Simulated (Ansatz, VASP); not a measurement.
## Two plane-wave programs on Na

```
Na
1.0
     3.68665    0.00000    0.00000
    -1.84333    3.19274    0.00000
     0.00000    0.00000    6.06702
Na
2
Direct
  0.33333 0.66667 0.25000
  0.66667 0.33333 0.75000
```

Alike in both runs: task single point; functional r2SCAN; k mesh 6 × 6 × 4; occupations gaussian, width 0.1 eV; no spin polarisation.

|  | VASP | Ansatz |
| --- | --- | --- |
| version | VASP 6.6.1 | Ansatz 0.2.0 |
| potentials or method | VASP PAW PBE potentials, release 64 (Na_pv), cutoff 520 eV | scalar-relativistic, plane waves, PAW |
| valence electrons in the cell | 14 | 18 |

|  | VASP | Ansatz | Ansatz less VASP |
| --- | --- | --- | --- |
| gap on the k mesh at the Fermi level (eV) | none | none | - |
| pressure (GPa) | 0.4 | 0.5 | +0.01 |
| traceless stress, the component that is largest in VASP (GPa) | -0.73 | -0.71 | +0.016 |

VASP's potentials were made for PBE, not for r2SCAN. A gap of «none» marks a metal or a gap that the smearing closes. VASP's potentials hold 14 valence electrons a cell and Ansatz's 18, so a difference there can come from the potentials and not from the codes.
